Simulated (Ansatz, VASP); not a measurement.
## Ti: VASP beside Ansatz

```
Ti
1.0
     1.87892    0.00000    0.00000
     0.00000    1.87892    0.00000
     0.00000    0.00000    1.87892
Ti
1
Cartesian
  0.0000 0.0000 0.0000
```

Change from the starting cell: volume scaled by 0.4, crystal datasets.

Alike in both runs: task single point; functional LDA; k mesh 15 × 15 × 15; occupations fermi-dirac, width 0.05 eV; no spin polarisation.

```csv
,VASP,Ansatz
version,VASP 6.6.1,Ansatz 0.2.0
potentials or method,"VASP PAW LDA potentials, release 64 (Ti_sv), cutoff 520 eV","all-electron PAW with datasets made for the crystal, scalar-relativistic"
```

Ansatz gave:

```
pressure (GPa) : 486.4
```

Q: Estimate VASP's values.

A: Pressure (GPa): 530.6.

LDA's correlation is that of Perdew and Zunger in VASP and of Perdew and Wang (1992) in Ansatz. Both programs put the cell under a high pressure, so it lies far from rest at this level. Ansatz ran all-electron here, and VASP with PAW potentials.

Noted on VASP's run: the cell as given lies far from equilibrium.
